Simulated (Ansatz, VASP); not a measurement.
# Au: VASP beside Ansatz

The input INCAR:

```
SYSTEM = Au
PREC     = Accurate       ! precision mode
ENCUT    = 520            ! plane-wave cutoff, eV
EDIFF    = 1E-6           ! SCF threshold, eV
ISMEAR   = -1             ! smearing method
SIGMA    = 0.1            ! smearing width, eV
LREAL    = .False.        ! projectors in reciprocal space
LASPH    = .True.         ! aspherical terms in the spheres
NELM     = 100            ! most SCF steps
ALGO     = Normal         ! electronic algorithm
ISIF     = 2              ! what is computed and relaxed
LWAVE    = .False.        ! write WAVECAR
LCHARG   = .False.        ! write CHGCAR
GGA      = PE             ! functional
NBANDS   = 30             ! bands
```

The input KPOINTS:

```
Automatic mesh
0
Gamma
  16 16 5
  0 0 0
```

File POSCAR:

```
Au
1.0
    3.0303226166      0.0000000000      0.0000000000
   -1.5151613083      2.6243363677      0.0000000000
    0.0000000000      0.0000000000     10.1300650373
Au
4
Direct
    1.0000000000      1.0000000000      0.0000000000
    1.0000000000      0.0000000000      0.5000000000
    0.3333333333      0.6666666667      0.2500000000
    0.6666666667      0.3333333333      0.7500000000
```

Input for Ansatz:

```yaml
crystal:
  lattice:
    - [3.0303226166, 0.0, 0.0]
    - [-1.5151613083, 2.6243363677, 0.0]
    - [0.0, 0.0, 10.1300650373]
  atoms:
    - { symbol: Au, position: [1.0, 1.0, 0.0] }
    - { symbol: Au, position: [1.0, 0.0, 0.5] }
    - { symbol: Au, position: [0.3333333333, 0.6666666667, 0.25] }
    - { symbol: Au, position: [0.6666666667, 0.3333333333, 0.75] }
hamiltonian:
  xc: pbe
  pseudopotentials:
    kind: paw
    azcp:
      Au: "pseudopotentials/Au.paw.azcp"
basis:
  ecutwfc: 420
  fft_grid_basis: typed
kpoints:
  mp_grid: { grid: [16, 16, 5], shift: [0, 0, 0] }
magnetization:
  spin_polarized: false
scf:
  occupations: { method: fermi_dirac, width: 0.1 }
output:
  stress: true
```

Alike in both runs: task single point; functional PBE; k mesh 16 × 16 × 5; occupations fermi-dirac, width 0.1 eV; no spin polarisation.

|  | VASP | Ansatz |
| --- | --- | --- |
| version | VASP 6.6.1 | Ansatz 0.2.0 |
| potentials or method | VASP PAW PBE potentials, release 64 (Au), cutoff 520 eV | plane waves (420 eV) with PAW, scalar-relativistic |
| valence electrons in the cell | 44 | 76 |

```tsv
	VASP	Ansatz	Ansatz less VASP
pressure (GPa)	-11.2	-11.1	+0.11
```

The functional is the same, so the differences come from potentials, cutoffs and numerics. VASP's potentials hold 44 valence electrons a cell and Ansatz's 76, so a difference there can come from the potentials and not from the codes.

Spin-orbit coupling is off throughout.
